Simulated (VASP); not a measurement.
Set up this calculation in VASP 6.6.1, as the native input.

* Task: single point
* Functional: PBE
* Potentials or basis: VASP PAW PBE potentials, release 64 (Au)
* Cutoff: 520 eV
* k mesh: 10 × 10 × 10
* Occupations: fermi-dirac, width 0.05 eV
* Spin: no spin polarisation
* Dipole correction: no
* Further INCAR settings: ALGO = Normal; EDIFF = 1e-07; NBANDS = 12

The structure of Au lies in POSCAR:

```
Au
1.0
    2.7845774371      0.0000000000      0.0000000000
    0.0000000000      2.7845774371      0.0000000000
    0.0000000000      0.0000000000      2.7845774371
Au
1
Direct
    0.5000000000      0.5000000000      0.5000000000
```

One way to write it, as run:

INCAR

```
PREC     = Accurate       # precision mode
ENCUT    = 520            # plane-wave cutoff, eV
EDIFF    = 1E-7           # SCF threshold, eV
ISMEAR   = -1             # smearing method
SIGMA    = 0.05           # smearing width, eV
LREAL    = False          # projectors in reciprocal space
LASPH    = True           # aspherical terms in the spheres
NELM     = 100            # most SCF steps
ALGO     = Normal         # electronic algorithm
ISIF     = 2              # what is computed and relaxed
LWAVE    = False          # write WAVECAR
LCHARG   = True           # write CHGCAR
GGA      = PE             # functional
LELF     = True           # ELF
LVHAR    = True         
NBANDS   = 12             # bands
```

KPOINTS

```
Automatic mesh
0
Gamma
  10 10 10
```

Potentials or basis: VASP PAW PBE potentials, release 64 (Au).

Run with:

```sh
$ cat potpaw_PBE.64/Au/POTCAR > POTCAR
$ mpirun -np 1 vasp_std > vasp.out
```

It gave:

| Item | Value |
| --- | --- |
| Pressure | -3.7 GPa |

Wall time 6.3 s on 1 thread of AMD EPYC 9R45 96-Core Processor (Zen 5), with other jobs on the host, peak memory 0.12 GiB.
